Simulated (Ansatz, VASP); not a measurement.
# BP in VASP and in Ansatz

```
B P
1.0
     0.00000    2.25266    2.34505
     2.34505    0.00000    2.34505
     2.34505    2.25266    0.00000
B P
1 1
Cartesian
  0.0000 0.0000 0.0000
  3.5176 3.3790 3.5176
```

Alike in both runs: task single point; functional PBE; k mesh 12 × 12 × 12; occupations gaussian, width 0.05 eV; no spin polarisation.

```csv
,VASP,Ansatz
version,VASP 6.6.1,Ansatz 0.2.0
potentials or method,"VASP PAW PBE potentials, release 64 (B, P), cutoff 520 eV","scalar-relativistic, plane waves, PAW"
valence electrons in the cell,8,8
```

```csv
,VASP,Ansatz,Ansatz less VASP
gap on the k mesh at the Fermi level (eV),0.74,0.75,+0.004
least direct gap on the mesh (eV),2.93,2.93,+0.003
pressure (GPa),-7.8,-7.6,+0.18
"traceless stress, the component that is largest in VASP (GPa)",6.47,6.46,-0.008
```

The functional is the same, so the differences come from potentials, cutoffs and numerics.
